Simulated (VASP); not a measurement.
# Be in VASP: further runs, part 2 of 2

VASP 6.6.1. Earlier steps stand in the parts before.

### Step 4. Relaxation of cell and atoms, PBE

This run uses another cell than the first one: it holds 8 atoms, not 1.

File INCAR:

```
SYSTEM = Be
PREC = Accurate ; ENCUT = 600
EDIFF = 1E-7 ; ISMEAR = 0
SIGMA = 0.2 ; LREAL = .False.
LASPH = .True. ; NELM = 60
ALGO = Fast ; ISIF = 3
LWAVE = .False. ; LCHARG = .False.
GGA = PE ; IBRION = 2
NSW = 80 ; EDIFFG = -0.025
```

File KPOINTS:

```
Automatic mesh
0
Gamma
  6 6 6
  0 0 0
```

File POSCAR:

```
Be
1.0
    0.0490570357      3.1638415327      3.1464895158
    3.1275618563      0.0536755448      3.1418710067
    3.1829854618      3.2146466290     -0.0017480607
Be
8
Direct
   -0.0072093849     -0.0001608348      0.0184483049
    1.0091315151      0.0117159809      0.5022536146
    0.9924271712      0.4998585929     -0.0072446108
    0.9949444859      0.4963706516      0.4997156299
    0.4888423155      1.0034075003      0.0026388888
    0.5070781123     -0.0183703415      0.5063801783
    0.4977623186      0.5156209212     -0.0074702777
    0.5170234663      0.4915575294      0.4852782720
```

Potentials or basis: VASP PAW PBE potentials, release 64 (Be).

Run with:

```bash
> cat potpaw_PBE.64/Be/POTCAR > POTCAR
> mpirun -np 1 vasp_std > vasp.out
```

OUTCAR:

```text
SYSTEM = Be
   PREC = Accurate
   ENCUT = 600
   EDIFF = 1E-7
   ISMEAR = 0
   LREAL = .False.
   LASPH = .True.
   NELM = 60
   ISIF = 3
   GGA = PE
   IBRION = 2
   NSW = 80
   EDIFFG = -0.025

 ion  position               nearest neighbor table
   1  0.993  1.000  0.018-   3 2.16   6 2.16   7 2.17   5 2.19   4 2.19   7 2.21   2 2.25   4 2.27
                             2 2.27   5 2.28   3 2.28   6 2.28
   2  0.009  0.012  0.502-   4 2.11   8 2.13   6 2.17   5 2.18   3 2.23   3 2.24   8 2.25   1 2.25
                             5 2.27   1 2.27   6 2.30   4 2.32
   3  0.992  0.500  0.993-   8 2.15   1 2.16   7 2.17   5 2.17   5 2.20   2 2.23   4 2.23   2 2.24
                             1 2.28   7 2.29   4 2.29   8 2.29
   4  0.995  0.496  0.500-   2 2.11   6 2.13   8 2.18   1 2.19   7 2.20   3 2.23   7 2.25   6 2.25
                             1 2.27   8 2.29   3 2.29   2 2.32
   5  0.489  0.003  0.003-   7 2.17   3 2.17   2 2.18   1 2.19   3 2.20   8 2.22   8 2.25   6 2.25
                             2 2.27   7 2.27   6 2.27   1 2.28
   6  0.507  0.982  0.506-   7 2.13   4 2.13   1 2.16   2 2.17   8 2.20   8 2.24   4 2.25   5 2.25
                             5 2.27   1 2.28   2 2.30   7 2.34
   7  0.498  0.516  0.993-   6 2.13   5 2.17   1 2.17   3 2.17   4 2.20   1 2.21   8 2.22   4 2.25
                             5 2.27   3 2.29   8 2.31   6 2.34
   8  0.517  0.492  0.485-   2 2.13   3 2.15   4 2.18   6 2.20   5 2.22   7 2.22   6 2.24   5 2.25
                             2 2.25   4 2.29   3 2.29   7 2.31

  Warning from LATTYP: Got some problem with cell dimensions!
  Tried to take original basis but could not verify dimensions!
  LATTYP: Found a triclinic cell.
 ALAT       =     4.4583798416
 B/A-ratio  =     1.4108516285
 C/A-ratio  =     1.0146880550
 COS(alpha) =     0.0007742834
 COS(beta)  =     0.5128294750
 COS(gamma) =     0.7047920661

  Lattice vectors:

 A1 = (  -0.0554236055,  -3.1609710842,   3.1436190674)
 A2 = (  -0.0063665698,   0.0028704485,   6.2901085832)
 A3 = (  -3.1829854618,  -3.2146466290,   0.0017480607)

Analysis of symmetry for initial positions (statically):
=====================================================================
 Subroutine PRICEL returns:
 Original cell was already a primitive cell.

 Routine SETGRP: Setting up the symmetry group for a
 triclinic supercell.

 Subroutine GETGRP returns: Found  1 space group operations
 (whereof  1 operations were pure point group operations)
 out of a pool of  2 trial point group operations.

The static configuration has the point symmetry C_1 .

Analysis of symmetry for dynamics (positions and initial velocities):
=====================================================================
 Subroutine PRICEL returns:
 Original cell was already a primitive cell.

 Routine SETGRP: Setting up the symmetry group for a
 triclinic supercell.

 Subroutine GETGRP returns: Found  1 space group operations
 (whereof  1 operations were pure point group operations)
 out of a pool of  2 trial point group operations.

The dynamic configuration has the point symmetry C_1 .

 Subroutine INISYM returns: Found  1 space group operations
 (whereof  1 operations are pure point group operations),
 and found     1 'primitive' translations

----------------------------------------------------------------------------------------

                                     Primitive cell

[... 92 lines left out ...]
 SYSTEM =  Be
   PREC   = accura    normal or accurate (medium, high low for compatibility)
   ISTART =      0    job   : 0-new  1-cont  2-samecut
   ICHARG =      2    charge: 1-file 2-atom 10-const
   ISPIN  =      1    spin polarized calculation?
   LNONCOLLINEAR =      F non collinear calculations
   LSORBIT =      F    spin-orbit coupling
   LASPH  =      T    aspherical Exc in radial PAW
   ENCUT  =  600.0 eV  44.10 Ry    6.64 a.u.   8.91  8.85  9.04*2*pi/ulx,y,z
   NELM   =     60;   NELMIN=  2; NELMDL= -5     # of ELM steps
   EDIFF  = 0.1E-06   stopping-criterion for ELM
   LREAL  =      F    real-space projection
   EDIFFG = -.3E-01   stopping-criterion for IOM
   NSW    =     80    number of steps for IOM
   IBRION =      2    ionic relax: 0-MD 1-quasi-New 2-CG
   NFREE  =      1    steps in history (QN), initial steepest desc. (CG)
   ISIF   =      3    stress and relaxation
   ISYM   =      2    0-nonsym 1-usesym 2-fastsym
   POTIM  = 0.5000    time-step for ionic-motion
   TEBEG  =    0.0;   TEEND  =   0.0 temperature during run
   PSTRESS=    0.0 pullay stress
   NELECT =      16.0000    total number of electrons
   NUPDOWN=      -1.0000    fix difference up-down
   EMIN   =  10.00;   EMAX   =-10.00  energy-range for DOS
   EFERMI =   0.00;   METHOD = LEGACY
   ISMEAR =     0;   SIGMA  =   0.20  broadening in eV -4-tet -1-fermi 0-gaus
   EFERMI_NEDOS =   21; number of points for ismear=-14 and -15
   IALGO  =     68    algorithm
   IMIX   =      4    mixing-type and parameters
     AMIX     =   0.40;   BMIX     =  1.00
     AMIX_MAG =   1.60;   BMIX_MAG =  1.00
  volume/ion in A,a.u.               =       7.78        52.52
  Fermi-wavevector in a.u.,A,eV,Ry     =   1.040831  1.966886 14.739601  1.083330
  Thomas-Fermi vector in A             =   2.175425
   LORBIT       =      0    0 simple, 1 ext, 2 COOP (PROOUT), +10 PAW based schemes
   GGA     = PE    functional components
   LHFCALC =     F    Hartree Fock is set to
   AEXX    =    0.0000 exact exchange contribution
   IVDW    =     0    specifies the selected vdW correction
   LEPSILON=     F    determine dielectric tensor
   LRPA    =     F    only Hartree local field effects (RPA)
 conjugate gradient relaxation of ions
 non-spin polarized calculation
 RMM-DIIS sequential band-by-band and
 Gauss-broadening in eV      SIGMA  =   0.20
  energy-cutoff  :      600.00
  volume of cell :       62.26
 maximum number of plane-waves:      2098
   NGX = 17   NGY = 17   NGZ = 19

--------------------------------------- Ionic step        1  -------------------------------------------

 number of electron      16.0000000 magnetization

 Free energy of the ion-electron system (eV)
  ---------------------------------------------------
  ext. energy  EPLUGINS =         0.00000000
  ---------------------------------------------------
  free energy    TOTEN  =       -29.34401572 eV

  energy without entropy =      -29.33481027  energy(sigma->0) =      -29.33941299

------------------------ aborting loop because EDIFF is reached ----------------------------------------

  FORCE on cell =-STRESS in cart. coord.  units (eV):
  Direction    XX          YY          ZZ          XY          YZ          ZX
  --------------------------------------------------------------------------------------
  -------------------------------------------------------------------------------------
  Total        1.4348498      0.4235680      1.1384026     -2.4565463     -0.0999370      0.2345065
  in kB       36.9244280     10.9000985     29.2956547    -63.2167658     -2.5717784      6.0347912
  external PRESSURE =      25.7067271 kB  Pullay stress =       0.0000000 kB
[... 239 lines left out ...]
--------------------------------------- Ionic step        7  -------------------------------------------

 number of electron      16.0000000 magnetization

 Free energy of the ion-electron system (eV)
  ---------------------------------------------------
  ext. energy  EPLUGINS =         0.00000000
  ---------------------------------------------------
  free energy    TOTEN  =       -29.54340358 eV

  energy without entropy =      -29.53278049  energy(sigma->0) =      -29.53809204

 E-fermi :   7.5686     XC(G=0): -10.6127

 val. band max:        7.5437758648   @ k =   0.0000   0.0000   0.0000
 cond. band min:       7.7285591308   @ k =  -0.1667   0.1667   0.0000
 fundamental gap:      0.1847832660
 Fermi energy:         7.5686386948

 k-point     1 :       0.0000    0.0000    0.0000
  band No.  band energies     occupation
      1      -4.3277      2.00000
      2       2.2449      2.00000
      3       2.2457      2.00000
      4       2.2562      2.00000
      5       2.2581      2.00000
      6       4.8663      2.00000
      7       4.8663      2.00000
      8       4.8694      2.00000
      9       7.5183      1.27818
     10       7.5199      1.26963
     11       7.5402      1.15950
     12       7.5438      1.13955
     13      11.3547      0.00000
[... 354 lines left out ...]
  band No.  band energies     occupation
      1      -2.4847      2.00000
      2      -1.5724      2.00000
      3       1.2075      2.00000
      4       2.0729      2.00000
      5       2.0797      2.00000
      6       4.6417      2.00000
      7       4.6820      2.00000
      8       4.6932      2.00000
      9       7.9696      0.00458
     10       9.4932      0.00000
     11       9.5132      0.00000
     12      10.9597      0.00000
     13      10.9888      0.00000

 [... further k-points ...]
[... 5 lines left out ...]
  --------------------------------------------------------------------------------------
  -------------------------------------------------------------------------------------
  Total       -0.0572300     -0.0570309     -0.0428185     -0.0712398     -0.0082585      0.0035343
  in kB       -1.4508875     -1.4458382     -1.0855288     -1.8060625     -0.2093674      0.0896002
  external PRESSURE =      -1.3274182 kB  Pullay stress =       0.0000000 kB
[... 23 lines left out ...]
  FREE ENERGIE OF THE ION-ELECTRON SYSTEM (eV)
  ---------------------------------------------------
  free  energy   TOTEN  =       -29.5434035836 eV

  energy  without entropy=      -29.5327804879  energy(sigma->0) =      -29.53809204

 reached required accuracy - stopping structural energy minimisation
```

Wall time 3.1 min (1 thread of Intel Xeon 6975P-C (Granite Rapids), shared host); peak memory 0.26 GiB.

What came out:

```
Free energy                            : -29.5434 eV
Relaxed volume                         : 7.90 Å³/atom
Relaxed cell                           : a = 4.471 Å, b = 4.471 Å, c = 4.474 Å, α = 59.97°, β = 59.97°, γ = 59.96°
Space group after relaxing (to 0.05 Å) : Fm-3m (No. 225)
Energy gained by relaxing              : 24.9 meV/atom
Ionic steps                            : 7
Pressure after relaxing                : -0.1 GPa
Largest force after relaxing           : 0.018 eV/Å
Band gap on the k mesh                 : zero (band 8 reaches 8.49 eV, above the bottom of band 9 at 7.52 eV)
```

Forces on the atoms (eV/Å):
```
Be  -0.013  0.001  0.001
Be   0.004  0.002  0.007
Be  -0.010  0.001 -0.002
Be   0.004 -0.001  0.003
Be  -0.003 -0.004 -0.003
Be  -0.005 -0.012 -0.002
Be   0.010  0.010  0.008
Be   0.013  0.002 -0.012
```

The path:
```tsv
step	energy change (eV)	largest force (eV/Å)	pressure (GPa)	volume (Å³)
1	0.0000	0.8740	2.57	62.26
2	-0.1581	0.4041	-0.33	63.38
3	-0.1760	0.2339	-1.48	63.94
4	-0.1930	0.1215	-0.34	63.31
5	-0.1964	0.1212	0.47	62.89
6	-0.1990	0.0528	0.08	63.09
7	-0.1994	0.0176	-0.13	63.20
```

Final structure:
```xyz
8
Lattice="0.0020 3.1619 3.1614 3.1616 0.0025 3.1611 3.1637 3.1639 0.0002" Properties=species:S:1:pos:R:3 pbc="T T T"
Be    0.0037    3.1619    3.1612
Be    4.7431    1.5848    3.1606
Be    4.7472    6.3266    4.7426
Be    3.1620    1.5835    1.5803
Be    0.0015    1.5811    1.5811
Be    4.7449    3.1669    4.7418
Be    4.7445    4.7448    3.1606
Be    3.1619    3.1638    3.1626
```

### Step 5. The runs side by side

```tsv
task	cell	k mesh	cutoff (eV)	smearing	gap on the mesh (eV)	pressure (GPa)	largest force (eV/Å)
relaxation of cell and atoms	relaxed from a = 2.232 Å, angles 60.0°, 1 atom	30 × 30 × 30	600	gaussian 0.1 eV	none	0.1	-
single point	a = 4.467, b = 4.467, c = 4.469 Å, angles 60.0°, 8 atoms	6 × 6 × 6	520	gaussian 0.2 eV	none	0.2	0.01
relaxation of cell and atoms	relaxed from a = 4.462, b = 4.433, c = 4.524 Å, angles 59.7, 59.3, 58.9°, 8 atoms	6 × 6 × 6	600	gaussian 0.2 eV	none	-0.1	0.02
```

Alike in all rows: level PBE; potentials or basis VASP PAW PBE potentials, release 64 (Be); no spin polarisation.

Caveats: the relaxation stopped at its first step, so nothing moved (some runs).

Absolute energies hang on the potentials; compare differences alone.
